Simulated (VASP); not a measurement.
Runs of VASP 6.6.1 on C. The structure is that of space group P6_3/mmc (No. 194), or close to it. The cells are those of the table. 

```csv
task,cell,smearing,gap on the mesh (eV),pressure (GPa),largest force (eV/Å)
relaxation of the atoms,"atoms relaxed from a = 2.461, b = 2.461, c = 4.163 Å, angles 90.0, 90.0, 120.0°, 4 atoms",gaussian 0.02 eV,2.87,15.4,-
single point,"a = 2.461, b = 2.461, c = 4.163 Å, angles 90.0, 90.0, 120.0°, 4 atoms",gaussian 0.01 eV,2.87,15.5,0.01
single point,"a = 2.461, b = 2.461, c = 4.165 Å, angles 90.0, 90.0, 120.0°, 4 atoms",gaussian 0.02 eV,2.87,15.1,0.01
single point,"a = 2.461, b = 2.461, c = 4.198 Å, angles 90.0, 90.0, 120.0°, 4 atoms",gaussian 0.02 eV,(b),11.4,0.01
single point,"a = 2.461, b = 2.461, c = 4.073 Å, angles 90.0, 90.0, 120.0°, 4 atoms",gaussian 0.02 eV,(a),27.0,-
single point,"a = 2.461, b = 2.461, c = 4.163 Å, angles 90.0, 90.0, 120.0°, 4 atoms",gaussian 0.02 eV,2.87,15.4,0.01
relaxation of the atoms,"atoms relaxed from a = 2.461, b = 2.461, c = 4.073 Å, angles 90.0, 90.0, 120.0°, 4 atoms",gaussian 0.02 eV,2.84,27.0,-
relaxation of the atoms,"atoms relaxed from a = 2.461, b = 2.461, c = 4.165 Å, angles 90.0, 90.0, 120.0°, 4 atoms",gaussian 0.02 eV,2.87,15.1,-
relaxation of the atoms,"atoms relaxed from a = 2.461, b = 2.461, c = 4.198 Å, angles 90.0, 90.0, 120.0°, 4 atoms",gaussian 0.02 eV,2.89,11.4,-
```

Alike in all rows: level PBEsol; potentials or basis VASP PAW PBE potentials, release 64 (C); no spin polarisation; k mesh 9 × 9 × 6; cutoff (eV) 520.

Problem. Estimate the missing entries.

Solution. (a) 2.85; (b) 2.90.

Caveats: the PAW data sets were made with another functional, which shifts forces and pressure a little.

A k mesh can miss the band edges.
